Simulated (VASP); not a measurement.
TiO2: single point with RPBE

**Experimental background.**

From “Shallow Valence Band of Rutile GeO2 and P-type Doping”, 2020, arxiv:2011.08928, for a bulk crystal of TiO2 at 1.6 K: band gap 3.03 eV (direct).

TiO2:

```
CELL_PARAMETERS angstrom
4.68743 0.00000 0.00000
0.00000 4.68743 0.00000
0.00000 0.00000 2.97996
ATOMIC_POSITIONS crystal
Ti 0.00000 0.00000 0.00000
Ti 0.50000 0.50000 0.50000
O 0.30593 0.30593 0.00000
O 0.19407 0.80593 0.50000
O 0.69407 0.69407 0.00000
O 0.80593 0.19407 0.50000
```

```yaml
Program: VASP 6.6.1
Task: single point
Functional: RPBE
Potentials_or_basis: VASP PAW PBE potentials, release 64 (Ti_sv, O)
Cutoff: 520 eV
k_mesh: 5 × 5 × 7
Occupations: gaussian, width 0.01 eV
Spin: no spin polarisation
```

| Property | Result |
| --- | --- |
| Pressure | 0.6 GPa |
| Largest force | 0.028 eV/Å |
| Band gap on the k mesh | 1.85 eV |

Forces on the atoms (eV/Å):
```
Ti   0.000  0.000  0.000
Ti   0.000  0.000  0.000
O   -0.020 -0.020  0.000
O    0.020 -0.020  0.000
O    0.020  0.020  0.000
O   -0.020  0.020  0.000
```

Stress tensor (GPa, compression positive):
```
0.48 0.00 0.00
0.00 0.48 0.00
0.00 0.00 0.77
```

Levels at points of the mesh, in eV from the valence-band top:
```
           k point  band 20  band 21  band 22  band 23  band 24  band 25  band 26  band 27  band 28  band 29
(0.00, 0.00, 0.00)    -1.81    -0.64    -0.40    -0.40     0.00     1.85     2.15     2.40     2.45     2.45
```

It took 87 s on 1 thread of Intel Xeon 8259CL, with other jobs on the host, peak memory 0.19 GiB.

Against the measured gap of TiO2, 3.03 eV (direct; 1.6 K; quoted in “Shallow Valence Band of Rutile GeO2 and P-type Doping”, 2020, arxiv:2011.08928), the calculated 1.85 eV is off by -1.18 eV. 2 values of this kind are on record in papers (3.03 to 3.05 eV); this one was drawn at random among those near their median. The value is that of RPBE on a finite k mesh, which can miss the band edges, without temperature or zero-point motion. Semilocal functionals fall short of measured gaps as a rule.

Caveat: the PAW data sets were made with another functional, which shifts forces and pressure a little.
